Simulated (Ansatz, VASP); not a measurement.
## HfO2: VASP beside Ansatz

INCAR

```
SYSTEM = HfO2
PREC = Accurate
ENCUT = 520
EDIFF = 1E-6
ISMEAR = 0
SIGMA = 0.05
LREAL = .FALSE.
LASPH = .TRUE.
NELM = 100
ALGO = Normal
ISIF = 2
LWAVE = .FALSE.
LCHARG = .FALSE.
GGA = PE
NBANDS = 18
```

File KPOINTS:

```
regular mesh
0
G
  8 8 8
  0 0 0
```

POSCAR

```
HfO2
1.0
    0.0000000000      2.4789218259      2.4789218259
    2.4789218259      0.0000000000      2.4789218259
    2.4789218259      2.4789218259      0.0000000000
Hf O
1 2
Direct
    0.0000000000      0.0000000000      0.0000000000
    0.2500000000      0.2500000000      0.2500000000
    0.7500000000      0.7500000000      0.7500000000
```

Input for Ansatz:

```yaml
crystal:
  lattice:
    - [0.0, 2.4789218259, 2.4789218259]
    - [2.4789218259, 0.0, 2.4789218259]
    - [2.4789218259, 2.4789218259, 0.0]
  atoms:
    - { symbol: Hf, position: [0.0, 0.0, 0.0] }
    - { symbol: O, position: [0.25, 0.25, 0.25] }
    - { symbol: O, position: [0.75, 0.75, 0.75] }
basis:
  ecutwfc: 420
  ecutrho_ratio: 4
kpoints:
  mp_grid: { grid: [8, 8, 8] }
hamiltonian:
  xc: pbe
scf:
  occupations: { method: gaussian, width: 0.05 }
output:
  forces: true
  stress: true
  eigenvalues: true
```

Alike in both runs: task single point; functional PBE; k mesh 8 × 8 × 8; occupations gaussian, width 0.05 eV; no spin polarisation.

```csv
,VASP,Ansatz
version,VASP 6.6.1,Ansatz 0.2.0
potentials or method,"VASP PAW PBE potentials, release 64 (Hf_pv, O), cutoff 520 eV","scalar-relativistic, plane waves, PAW"
valence electrons in the cell,22,38
```

Ansatz gave:

| Item | Value |
| --- | --- |
| gap on the k mesh at the Fermi level (eV) | 3.95 |
| least direct gap on the mesh (eV) | 3.95 |
| pressure (GPa) | 24.4 |

Task: Which values does VASP return?

Result: gap on the k mesh at the Fermi level (eV): 3.98; least direct gap on the mesh (eV): 3.98; pressure (GPa): 20.0.

The functional is the same, so the differences come from potentials, cutoffs and numerics. VASP's potentials hold 22 valence electrons a cell and Ansatz's 38, so a difference there can come from the potentials and not from the codes.

Neither program's run includes spin-orbit coupling.
